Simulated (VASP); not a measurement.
The system is Na2S.

```
Na S
1.0
     0.00000    3.25543    3.25543
     3.25543    0.00000    3.25543
     3.25543    3.25543    0.00000
Na S
2 1
Cartesian
  1.6277 1.6277 1.6277
  4.8831 4.8831 4.8831
  0.0000 0.0000 0.0000
```

Program: VASP 6.6.1. Alike in all runs: task single point; no spin polarisation; cell as given; smearing gaussian 0.01 eV. Hardware: 1 thread of Intel(R) Xeon(R) Platinum 8488C (Sapphire Rapids), with other jobs on the host.

Problem. Order these runs on this cell by their wall time, lowest first.
A. level HSE06; potentials or basis VASP PAW PBE potentials, release 64 (Na_pv, S); k mesh 4 × 4 × 4; cutoff (eV) 400; grid for exact exchange (PRECFOCK) Normal; screening parameter 0.2079 1/Å
B. level PBE; potentials or basis VASP PAW PBE potentials, release 64 (Na_pv, S); k mesh 6 × 6 × 6; cutoff (eV) 500
C. level LDA; potentials or basis VASP PAW LDA potentials, release 64 (Na_pv, S); k mesh 4 × 4 × 4; cutoff (eV) 500

Solution. C (17 s), B (40 s), A (340 s).
